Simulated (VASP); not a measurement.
A run of VASP 6.6.1:

File INCAR:

```
PREC = Accurate
ENCUT = 520
EDIFF = 1E-7
ISMEAR = 0
SIGMA = 0.1
LREAL = F
LASPH = T
NELM = 60
ALGO = Fast
ISIF = 2
LWAVE = F
LCHARG = T
GGA = PS
LELF = T
LVHAR = T
NBANDS = 16
```

The input KPOINTS:

```
Automatic mesh
0
Gamma
  20 20 14
```

Contents of POSCAR:

```
Ir
1.0
    1.9342220734      1.9342220734      0.0000000000
   -1.9342220734      1.9342220734      0.0000000000
    0.0000000000      0.0000000000      3.8071618633
Ir
2
Direct
    0.0000000000      0.0000000000      0.0000000000
    0.5000000000      0.5000000000      0.5000000000
```

Potentials or basis: VASP PAW PBE potentials, release 64 (Ir).

Launch:

```console
$ cat potpaw_PBE.64/Ir/POTCAR > POTCAR
$ mpirun -np 1 vasp_std > vasp.out
```

Hardware: 1 thread of Intel(R) Xeon(R) 6975P-C (Granite Rapids), with other jobs on the host.

Task: Estimate the wall time of this run.

Result: Run time: 92 s on 1 thread of Intel(R) Xeon(R) 6975P-C (Granite Rapids), on a shared host, peak memory 0.3 GiB. Counts: scf iterations 18, k points 528.
